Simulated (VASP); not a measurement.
Here is a VASP 6.6.1 calculation.

INCAR

```
PREC = Accurate ; ENCUT = 520
EDIFF = 1E-8 ; ISMEAR = -1
SIGMA = 0.05 ; LREAL = F
LASPH = T ; NELM = 60
ALGO = Normal ; ISIF = 2
LWAVE = F ; LCHARG = F
GGA = CA ; LEFG = T
NBANDS = 14
```

The input KPOINTS:

```
regular mesh
0
Gamma
  14 14 8
```

POSCAR

```
Re
1.0
    2.6371536987      0.0000000000      0.0000000000
   -1.3185768494      2.2838420967      0.0000000000
    0.0000000000      0.0000000000      4.2167694387
Re
2
Direct
    0.3333333333      0.6666666667      0.2500000000
    0.6666666667      0.3333333333      0.7500000000
```

Potentials or basis: VASP PAW LDA potentials, release 64 (Re).

Launch:

```sh
$ cat potpaw_LDA.64/Re/POTCAR > POTCAR
$ mpirun -np 1 vasp_std > vasp.out
```

(1) Predict the band gap on the k mesh.

(2) What does it give for the pressure?

Results:

(1) zero (band 7 reaches 11.65 eV, above the bottom of band 8 at 7.57 eV).

(2) 67.7 GPa.

Caveat: without QUAD_EFG the Cq values of the log hold for a quadrupole moment of 1 mb, not for the nuclei; spin-orbit coupling is left out, which moves the levels of the heavy elements.
